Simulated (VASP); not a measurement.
Runs of VASP 6.6.1 on ScAl3. The structure is that of space group Pm-3m (No. 221), or close to it. The cells are those of the table. 

```csv
cell,gap on the mesh (eV),pressure (GPa)
"a = 3.941 Å, 4 atoms",none,13.7
"a = 4.434 Å, 4 atoms",none,(a)
"a = 3.941, b = 3.941, c = 4.105 Å, 4 atoms",none,8.5
"a = 3.777, b = 3.777, c = 3.941 Å, 4 atoms",none,(b)
"a = 3.777 Å, 4 atoms",none,36.0
```

Alike in all rows: task single point; level PBE; potentials or basis VASP PAW PBE potentials, release 64 (Sc_sv, Al); no spin polarisation; k mesh 12 × 12 × 12; cutoff (eV) 520; smearing gaussian 0.15 eV.

Q: Estimate the missing entries.

A: (a) -12.0; (b) 27.6.

A gap of «none» marks levels without a gap at the run's occupations.
